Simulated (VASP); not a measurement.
Runs of VASP 6.6.1 on BiAu. The structure is that of space group F-43m (No. 216), or close to it. The cells are those of the table. 

```csv
level,cell,k mesh,gap on the mesh (eV),pressure (GPa)
r2SCAN,"a = 4.528, b = 4.506 Å, angles 60.2, 59.7, 60.2°, 2 atoms",10 × 10 × 10,none,(a)
r2SCAN,"a = 4.536 Å, angles 60.0°, 2 atoms",10 × 10 × 10,none,-1.0
r2SCAN,"a = 4.506 Å, angles 60.0°, 2 atoms",10 × 10 × 10,none,(b)
PBE,"a = 4.178 Å, angles 60.0°, 2 atoms",6 × 6 × 6,none,24.9
PBE,"a = 4.506 Å, angles 60.0°, 2 atoms",6 × 6 × 6,none,2.2
```

Alike in all rows: task single point; potentials or basis VASP PAW PBE potentials, release 64 (Au, Bi_d); no spin polarisation; cutoff (eV) 520; smearing gaussian 0.05 eV.

Estimate the missing entries.

(a) -0.5; (b) 0.1.

Caveats: spin-orbit coupling is left out, which moves the levels of the heavy elements; the PAW data sets were made with another functional, which shifts forces and pressure a little (at least some runs); the cell stands under pressure (at least some runs).

A k mesh can miss the band edges, and the runs leave out spin-orbit coupling on Au, Bi.

A gap of «none» marks levels without a gap at the run's occupations.
